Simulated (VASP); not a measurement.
Set up this calculation in VASP 6.6.1, as the native input.

```
Task                      : relaxation of the atoms
Functional                : PBEsol
Potentials or basis       : VASP PAW PBE potentials, release 64 (Os, H)
Cutoff                    : 520 eV
k mesh                    : 11 × 11 × 1
Occupations               : gaussian, width 0.1 eV
Spin                      : no spin polarisation
Dipole correction         : yes
Atoms held fixed (from 0) : [0, 1]
Further INCAR settings    : ALGO = Normal; EDIFF = 1e-07; NELMDL = -8; IBRION = 2; EDIFFG = -0.03; NSW = 90
```

The structure of HOs4 lies in POSCAR:

```
HOs4
1.0
    2.7013757170      0.0000000000      0.0000000000
    0.0000000000      2.7013757170      0.0000000000
    0.0000000000      0.0000000000     24.7304832641
Os H
4 1
Selective dynamics
Direct
    0.5000000000      0.5000000000      0.3437053740  F F F
    0.0000000000      0.0000000000      0.4209445071  F F F
    0.5000000000      0.5000000000      0.5005103018  T T T
    0.0000000000      0.0000000000      0.5722021066  T T T
    0.0000000000      0.0000000000      0.6433693370  T T T
```

These files were run (other wordings do the same):

INCAR

```
PREC = Accurate
ENCUT = 520
EDIFF = 1E-7
ISMEAR = 0
SIGMA = 0.1
LREAL = F
LASPH = T
NELM = 120
ALGO = Normal
ISIF = 2
LWAVE = F
LCHARG = F
LDIPOL = T
IDIPOL = 3
DIPOL = 0.5 0.5 0.496
GGA = PS
IBRION = 2
NSW = 90
EDIFFG = -0.03
GGA_COMPAT = F
NELMIN = 4
NELMDL = -8
```

KPOINTS

```
regular mesh
0
Gamma
  11 11 1
```

Potentials or basis: VASP PAW PBE potentials, release 64 (Os, H).

Command:

```sh
$ cat potpaw_PBE.64/Os/POTCAR potpaw_PBE.64/H/POTCAR > POTCAR
$ mpirun -np 1 vasp_std > vasp.out
```

It gave:

* Energy gained by relaxing: 20.9 meV/atom
* Ionic steps: 11
* Band gap on the k mesh: zero (an odd number of electrons rules out a gap without spin polarisation)

Caveat: spin-orbit coupling is left out, which moves the levels of the heavy elements.

It took 13 min on 1 thread of AMD EPYC 7R43 64-Core Processor (Zen 3), on a shared host, peak memory 0.26 GiB.
